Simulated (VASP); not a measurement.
TaN:

```
CELL_PARAMETERS angstrom
5.18500 0.00000 0.00000
-2.59250 4.49034 0.00000
0.00000 0.00000 2.90800
ATOMIC_POSITIONS crystal
Ta 0.00000 0.00000 0.00000
Ta 0.33333 0.66667 0.50000
Ta 0.66667 0.33333 0.50000
N 0.50000 0.00000 0.00000
N 0.50000 0.50000 0.00000
N 0.00000 0.50000 0.00000
```

* Program: VASP 6.6.1
* Task: relaxation of cell and atoms
* Functional: PBE
* Dispersion: D4
* Potentials or basis: VASP PAW PBE potentials, release 64 (Ta_pv, N)
* Cutoff: 600 eV
* k mesh: 6 × 6 × 9
* Occupations: fermi-dirac, width 0.05 eV
* Spin: no spin polarisation

At the start: pressure 6.5 GPa; volume 11.28 Å³/atom.

Q: How do energy, volume and symmetry change on relaxing?

A: Over 6 steps the energy falls by 4.6 meV/atom and the volume is 11.52 Å³/atom (+2.1 %); space group P6/mmm (No. 191, to 0.1 Å) before and after.

The path:
```
step  energy change (eV)  largest force (eV/Å)  pressure (GPa)  volume (Å³)
   1              0.0000                0.0000            6.52        67.71
   2              0.1168                0.0000          -13.11        72.31
   3             -0.0269                0.0000            0.00        69.06
   4             -0.0269                0.0000            0.12        69.03
   5             -0.0278                0.0000            0.03        69.14
   6             -0.0278                0.0000            0.05        69.12
```

Final structure:
```
Ta N
1.0
     5.22530    0.00000    0.00000
    -2.61265    4.52524    0.00000
     0.00000    0.00000    2.92301
Ta N
3 3
Cartesian
  0.0000 0.0000 0.0000
  0.0000 3.0168 1.4615
  2.6127 1.5084 1.4615
  2.6127 0.0000 0.0000
  1.3063 2.2626 0.0000
  -1.3063 2.2626 0.0000
```
